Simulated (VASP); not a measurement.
Input of a VASP 6.6.1 run:

Contents of INCAR:

```
SYSTEM = GaN
PREC = Accurate
ENCUT = 600
EDIFF = 1E-7
ISMEAR = 0
SIGMA = 0.01
LREAL = .False.
LASPH = .True.
NELM = 60
ALGO = Normal
ISIF = 3
LWAVE = .False.
LCHARG = .False.
GGA = PE
IBRION = 2
NSW = 80
EDIFFG = -0.002
```

Contents of KPOINTS:

```
regular mesh
0
Gamma
  8 8 5
  0 0 0
```

The input POSCAR:

```
GaN
1.0
    3.1900000000      0.0000000000      0.0000000000
   -1.5950000000      2.7626210380      0.0000000000
    0.0000000000      0.0000000000      5.1900000000
Ga N
2 2
Direct
    0.3333333330      0.6666666670      0.0000000000
    0.6666666670      0.3333333330      0.5000000000
    0.3333333330      0.6666666670      0.3770000000
    0.6666666670      0.3333333330      0.8770000000
```

Potentials or basis: VASP PAW PBE potentials, release 64 (Ga_d, N).

The run is started by

```sh
$ cat potpaw_PBE.64/Ga_d/POTCAR potpaw_PBE.64/N/POTCAR > POTCAR
$ mpirun -np 1 vasp_std > vasp.out
```

Predict the band gap on the k mesh.

1.72 eV, direct.

Predict the relaxed volume.

11.76 Å³/atom.

What does it give for the space group after relaxing (to 0.05 Å)?

P6_3mc (No. 186).

What does it give for the relaxed cell?

a = 3.218 Å, b = 3.218 Å, c = 5.243 Å, α = 90.00°, β = 90.00°, γ = 120.00°.

The path:
```
step  energy change (eV)  largest force (eV/Å)  pressure (GPa)  volume (Å³)
   1              0.0000                0.0077            5.01        45.74
   2             -0.0060                0.0017           -3.82        48.15
   3             -0.0196                0.0048           -0.02        47.03
   4             -0.0196                0.0048            0.08        47.00
   5             -0.0196                0.0052            0.09        47.00
   6             -0.0196                0.0055            0.08        47.00
   7             -0.0196                0.0010           -0.04        47.04
   8             -0.0197                0.0019            0.04        47.02
   9             -0.0197                0.0003           -0.04        47.03
  10             -0.0197                0.0012            0.00        47.03
```
